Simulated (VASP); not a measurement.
Input of a VASP 6.6.1 run:

INCAR

```
SYSTEM = Mo
ALGO = Normal
EDIFF = 1E-7
ENCUT = 520
GGA = PS
ISIF = 2
ISMEAR = 0
LASPH = .True.
LCHARG = .False.
LREAL = .False.
LWAVE = .False.
NBANDS = 13
NELM = 60
PREC = Accurate
SIGMA = 0.15
```

The input KPOINTS:

```
k-points
0
Gamma
  18 18 18
  0 0 0
```

Contents of POSCAR:

```
Mo
1.0
    2.7765430532      0.0000000000      0.0000000000
   -1.3882715266      2.4045568187      0.0000000000
    0.0000000000      0.0000000000      2.5168529895
Mo
1
Direct
    0.0000000000      0.0000000000      0.5000000000
```

Potentials or basis: VASP PAW PBE potentials, release 64 (Mo_sv).

Run with:

```bash
$ cat potpaw_PBE.64/Mo_sv/POTCAR > POTCAR
$ mpirun -np 1 vasp_std > vasp.out
```

Problem. Estimate the pressure.

Solution. -6.3 GPa.

Problem. Estimate the band gap on the k mesh.

Solution. Zero (band 7 reaches 12.06 eV, above the bottom of band 8 at 10.28 eV).

Stress tensor (GPa, compression positive):
```
-6.82  0.00  0.00
 0.00 -6.82  0.00
 0.00  0.00 -5.26
```

Caveat: the cell differs from its parent crystal (strain +0.015 along x and y, -0.015 along z); the PAW data sets were made with another functional, which shifts forces and pressure a little.
